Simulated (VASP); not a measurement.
Here is a VASP 6.6.1 calculation.

Contents of INCAR:

```
PREC = Accurate
ENCUT = 600
EDIFF = 1E-7
ISMEAR = 0
SIGMA = 0.1
LREAL = F
LASPH = T
NELM = 60
ALGO = Normal
ISIF = 3
LWAVE = F
LCHARG = F
GGA = PE
IBRION = 2
NSW = 90
EDIFFG = -0.04
```

The input KPOINTS:

```
regular mesh
0
Gamma
  3 3 6
```

The input POSCAR:

```
CsTaAlP3
1.0
    6.9217904397      0.0000000000      0.0000000000
   -3.4608952199      5.9944463605      0.0000000000
    0.0000000000      0.0000000000      3.2235637989
Cs Ta Al P
1 1 1 3
Direct
    0.0000000000      0.0000000000      0.0000000000
    0.6666666667      0.3333333333      0.0000000000
    0.3333333333      0.6666666667      0.0000000000
    0.9944114649      0.4972057324      0.5000000000
    0.5027942676      0.4972057324      0.5000000000
    0.5027942676      0.0055885351      0.5000000000
```

Potentials or basis: VASP PAW PBE potentials, release 64 (Cs_sv, Ta_pv, Al, P).

The run is started by

```sh
$ cat potpaw_PBE.64/Cs_sv/POTCAR potpaw_PBE.64/Ta_pv/POTCAR potpaw_PBE.64/Al/POTCAR potpaw_PBE.64/P/POTCAR > POTCAR
$ mpirun -np 1 vasp_std > vasp.out
```

Problem. What does it give for the band gap on the k mesh?

Solution. Zero (bands 19 and 20 overlap by 0.22 eV).

Problem. What does it give for the space group after relaxing (to 0.1 Å)?

Solution. P-6m2 (No. 187).

Problem. Predict the relaxed cell.

Solution. a = 6.912 Å, b = 6.912 Å, c = 3.243 Å, α = 90.00°, β = 90.00°, γ = 120.00°.

Forces in eV/Å, atoms in the order of the input:
```
Cs   0.000  0.000  0.000
Ta   0.000  0.000  0.000
Al   0.000  0.000  0.000
P   -0.013 -0.008  0.000
P    0.013 -0.008  0.000
P    0.000  0.015  0.000
```

Caveat: spin-orbit coupling is left out, which moves the levels of the heavy elements.
